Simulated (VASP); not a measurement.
Set up this calculation in VASP 6.6.1, as the native input.

```yaml
Task: single point
Functional: PBE
Potentials_or_basis: VASP PAW PBE potentials, release 64 (Ag)
Cutoff: 520 eV
k_mesh: 8 × 8 × 8
Occupations: fermi-dirac, width 0.1 eV
Spin: no spin polarisation
Dipole_correction: no
Further_INCAR_settings: ALGO = Normal; EDIFF = 1e-07; NBANDS = 12
```

The structure of Ag lies in POSCAR:

```
Ag
1.0
    0.0000000000      2.0734381516      2.0734381516
    2.0734381516      0.0000000000      2.0734381516
    2.0734381516      2.0734381516      0.0000000000
Ag
1
Direct
    0.0000000000      0.0000000000      0.0000000000
```

These files were run (other wordings do the same):

INCAR

```
ALGO = Normal
EDIFF = 1E-7
ENCUT = 520
GGA = PE
ISIF = 2
ISMEAR = -1
LASPH = T
LCHARG = F
LREAL = F
LWAVE = F
NBANDS = 12
NELM = 80
PREC = Accurate
SIGMA = 0.1
```

KPOINTS

```
k-points
0
Gamma
  8 8 8
```

Potentials or basis: VASP PAW PBE potentials, release 64 (Ag).

The run is started by

```console
$ cat potpaw_PBE.64/Ag/POTCAR > POTCAR
$ mpirun -np 1 vasp_std > vasp.out
```

Results of the run:

```
Pressure : 0.5 GPa
```

It took 9.9 s on 1 thread of Intel Xeon 8259CL (shared host), peak memory 0.14 GiB.
